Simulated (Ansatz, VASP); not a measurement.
**AlP: VASP beside Ansatz**

```
Al P
1.0
     0.00000    5.50734   -5.50734
     5.50734    5.50734    0.00000
     5.50734    0.00000   -5.50734
Al P
8 8
Direct
  0.00000 0.00000 0.50000
  0.00000 0.50000 0.50000
  0.50000 0.00000 0.50000
  0.50000 0.50000 0.50000
  0.00000 0.00000 0.00000
  0.00000 0.50000 0.00000
  0.50000 0.00000 0.00000
  0.50000 0.50000 0.00000
  0.12500 0.12500 0.12500
  0.12500 0.62500 0.12500
  0.62500 0.12500 0.12500
  0.62500 0.62500 0.12500
  0.12500 0.12500 0.62500
  0.12500 0.62500 0.62500
  0.62500 0.12500 0.62500
  0.62500 0.62500 0.62500
```

Alike in both runs: task single point; functional PBE; k mesh 1 × 1 × 1; occupations gaussian, width 0.01 eV; no spin polarisation.

```csv
,VASP,Ansatz
version,VASP 6.6.1,Ansatz 0.2.0
potentials or method,"VASP PAW PBE potentials, release 64 (Al, P), cutoff 500 eV","scalar-relativistic, plane waves, PAW"
valence electrons in the cell,64,64
```

|  | VASP | Ansatz | Ansatz less VASP |
| --- | --- | --- | --- |
| gap on the k mesh at the Fermi level (eV) | 1.43 | 1.44 | +0.004 |
| least direct gap on the mesh (eV) | 1.43 | 1.44 | +0.004 |
| pressure (GPa) | 5.6 | 5.6 | +0.07 |

The k mesh is coarse, so the values compare programs but aren't converged.
